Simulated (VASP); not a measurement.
Input of a VASP 6.6.1 run:

INCAR

```
SYSTEM = SrTiO3
  PREC = Accurate
  ENCUT = 520
  EDIFF = 1E-7
  ISMEAR = 0
  SIGMA = 0.01
  LREAL = .False.
  LASPH = .True.
  NELM = 100
  ALGO = Normal
  ISIF = 2
  LWAVE = .False.
  LCHARG = .False.
  GGA = PS
  NBANDS = 51
```

Contents of KPOINTS:

```
regular mesh
0
Gamma
  6 6 6
  0 0 0
```

File POSCAR:

```
SrTiO3
1.0
   -2.7436719132      2.7436719132      3.9040737003
    2.7436719132     -2.7436719132      3.9040737003
    2.7436719132      2.7436719132     -3.9040737003
Sr Ti O
2 2 6
Direct
    0.7500000000      0.2500000000      0.5000000000
    0.2500000000      0.7500000000      0.5000000000
    0.0000000000      0.0000000000      0.0000000000
    0.5000000000      0.5000000000      0.0000000000
    0.2500000000      0.2500000000      0.0000000000
    0.7500000000      0.7500000000      0.0000000000
    0.7745120773      0.2745120773      0.0490241545
    0.2254879227      0.7254879227      0.9509758455
    0.2745120773      0.2254879227      0.5000000000
    0.7254879227      0.7745120773      0.5000000000
```

Potentials or basis: VASP PAW PBE potentials, release 64 (Sr_sv, Ti_sv, O).

Run with:

```sh
$ cat potpaw_PBE.64/Sr_sv/POTCAR potpaw_PBE.64/Ti_sv/POTCAR potpaw_PBE.64/O/POTCAR > POTCAR
$ mpirun -np 1 vasp_std > vasp.out
```

Estimate the band gap on the k mesh.

1.94 eV, indirect (least direct gap 1.95 eV).

Estimate the pressure.

0.7 GPa.

Forces in eV/Å, atoms in the order of the input:
```
Sr   0.000  0.000  0.000
Sr   0.000  0.000  0.000
Ti   0.000  0.000  0.000
Ti   0.000  0.000  0.000
O    0.000  0.000  0.000
O    0.000  0.000  0.000
O   -0.004 -0.004  0.000
O    0.004  0.004  0.000
O    0.004 -0.004  0.000
O   -0.004  0.004  0.000
```

Caveat: the PAW data sets were made with another functional, which shifts forces and pressure a little. A hybrid or GW would open this gap; PBEsol tends to underestimate it.
